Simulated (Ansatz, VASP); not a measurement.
## InP: VASP beside Ansatz

```
In P
1.0
     0.00000    2.79721    2.79721
     2.79721    0.00000    2.79721
     2.79721    2.79721    0.00000
In P
1 1
Direct
  0.00000 0.00000 0.00000
  0.50000 0.50000 0.50000
```

Change from the starting cell: volume scaled by 0.9405.

Alike in both runs: task single point; functional PBE; k mesh 11 × 11 × 11; occupations fermi-dirac, width 0.03 eV; no spin polarisation.

```csv
,VASP,Ansatz
version,VASP 6.6.1,Ansatz 0.2.0
potentials or method,"VASP PAW PBE potentials, release 64 (In_d, P), cutoff 520 eV","all-electron LAPW, scalar-relativistic"
```

```tsv
	VASP	Ansatz	Ansatz less VASP
pressure (GPa)	-2.1	-2.1	+0.03
```

Ansatz ran all-electron here, and VASP with PAW potentials.
